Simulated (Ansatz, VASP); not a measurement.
## Mg2Si: VASP beside Ansatz

The input POSCAR:

```
Mg2Si
1.0
    0.0000000000      3.1369512686      3.1369512686
    3.1369512686      0.0000000000      3.1369512686
    3.1369512686      3.1369512686      0.0000000000
Si Mg
1 2
Direct
    0.0000000000      0.0000000000      0.0000000000
    0.2500000000      0.2500000000      0.2500000000
    0.7500000000      0.7500000000      0.7500000000
```

The input INCAR.step1:

```
SYSTEM = Mg2Si
PREC = Accurate
ENCUT = 660
ISMEAR = 0
SIGMA = 0.01
LREAL = .False.
LASPH = .True.
NELM = 120
NBANDS = 11
GGA = PE
ALGO = Normal
EDIFF = 1E-5
LWAVE = .True.
LCHARG = .False.
GGA_COMPAT = .False.
```

Contents of INCAR.step2:

```
SYSTEM = Mg2Si
PREC = Accurate
ENCUT = 660
EDIFF = 1E-6
ISMEAR = 0
SIGMA = 0.01
LREAL = .False.
LASPH = .True.
NELM = 120
ALGO = Normal
ISIF = 2
LWAVE = .False.
LCHARG = .False.
METAGGA = R2SCAN
LMIXTAU = .True.
NBANDS = 11
ISTART = 1
GGA_COMPAT = .False.
```

File KPOINTS:

```
Automatic mesh
0
Gamma
  6 6 6
  0 0 0
```

Input for Ansatz:

```yaml
crystal:
  lattice:
    - [0.0, 3.1369512686, 3.1369512686]
    - [3.1369512686, 0.0, 3.1369512686]
    - [3.1369512686, 3.1369512686, 0.0]
  atoms:
    - { symbol: Si, position: [0.0, 0.0, 0.0] }
    - { symbol: Mg, position: [0.25, 0.25, 0.25] }
    - { symbol: Mg, position: [0.75, 0.75, 0.75] }
kpoints:
  mp_grid: { grid: [6, 6, 6] }
hamiltonian:
  xc: r2scan
scf:
  occupations: { method: fixed }
  n_extra_bands: 4
output:
  forces: true
  stress: true
  eigenvalues: true
```

Alike in both runs: task single point; functional r2SCAN; k mesh 6 × 6 × 6; no spin polarisation.

```csv
,VASP,Ansatz
version,VASP 6.6.1,Ansatz 0.2.0
potentials or method,"VASP PAW PBE potentials, release 64 (Si, Mg)","plane waves, PAW"
plane-wave cutoff (eV),660,500
occupations,"gaussian, width 0.01 eV",fixed
valence electrons in the cell,8,24
```

```tsv
	VASP	Ansatz	Ansatz less VASP
gap on the k mesh at the Fermi level (eV)	0.41	0.41	-0.003
pressure (GPa)	1.6	1.9	+0.29
```

VASP's potentials were made for PBE, not for r2SCAN. VASP's potentials hold 8 valence electrons a cell and Ansatz's 24, so a difference there can come from the potentials and not from the codes.
